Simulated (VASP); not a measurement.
# MgO: single point with LDA

MgO:

```xyz
2
Lattice="0.0000 2.1085 2.1085 2.1085 0.0000 2.1085 2.1085 2.1085 0.0000" Properties=species:S:1:pos:R:3 pbc="T T T"
Mg    0.0000    0.0000    0.0000
O     2.1085    2.1085    2.1085
```

| Quantity | Value |
| --- | --- |
| Program | VASP 6.6.1 |
| Task | single point |
| Functional | LDA |
| Potentials or basis | VASP PAW LDA potentials, release 64 (Mg_sv, O) |
| Cutoff | 840 eV |
| k mesh | 8 × 8 × 8 |
| Occupations | gaussian, width 0.1 eV |
| Spin | no spin polarisation |

```
Pressure               : -6.1 GPa
Band gap on the k mesh : 4.63 eV
```

Levels at points of the mesh, in eV from the valence-band top:
```
           k point  band 4  band 5  band 6  band 7  band 8  band 9  band 10  band 11  band 12  band 13
(0.00, 0.00, 0.00)  -38.81  -16.97    0.00    0.00    0.00    4.63    15.51    15.51    15.51    19.53
(0.50, 0.00, 0.00)  -38.82  -15.60   -4.68   -0.66   -0.66    7.72    12.37    15.98    15.98    20.57
(0.50, 0.50, 0.00)  -38.84  -15.37   -4.11   -1.36   -1.36    8.89     9.69    12.86    18.59    18.59
```

Wall time 22 s on 1 thread of Intel(R) Xeon(R) Platinum 8259CL CPU @ 2.50GHz (Skylake/Cascade Lake) (shared host), peak memory 0.14 GiB.

Caveat: the cell stands under tension. As with any semilocal functional, this LDA gap is likely too small.
